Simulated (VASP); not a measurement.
ZnO2, 12 atoms in the cell. It takes space group Pa-3 (No. 205, cubic). The conventional cell has a = 4.869 Å, b = 4.869 Å, c = 4.869 Å, α = 90.00°, β = 90.00°, γ = 90.00°. Zn (site symmetry -3) has 6 O at 2.10 Å within 2.8 Å. Within 2.0 Å of O (site symmetry 3) lie 1 O at 1.48 Å. 

| Property | Result |
| --- | --- |
| Program | VASP 6.6.1 |
| Task | single point |
| Functional | PBEsol |
| Potentials or basis | VASP PAW PBE potentials, release 64 (Zn, O) |
| Cutoff | 520 eV |
| k mesh | 6 × 6 × 6 |
| Occupations | gaussian, width 0.05 eV |
| Spin | no spin polarisation |
| Dipole correction | no |
| Further INCAR settings | ALGO = Normal; EDIFF = 1e-06; NBANDS = 60 |

Potentials or basis: VASP PAW PBE potentials, release 64 (Zn, O).

Run with:

```sh
$ cat potpaw_PBE.64/Zn/POTCAR potpaw_PBE.64/O/POTCAR > POTCAR
$ mpirun -np 1 vasp_std > vasp.out
```

Hardware: 1 thread of Intel(R) Xeon(R) Platinum 8488C (Sapphire Rapids), with other jobs on the host.

Problem. Estimate the wall time of this run.

Solution. Wall time 100 s on 1 thread of Intel(R) Xeon(R) Platinum 8488C (Sapphire Rapids) (shared host), peak memory 0.27 GiB. Counts: scf iterations 14, k points 24.
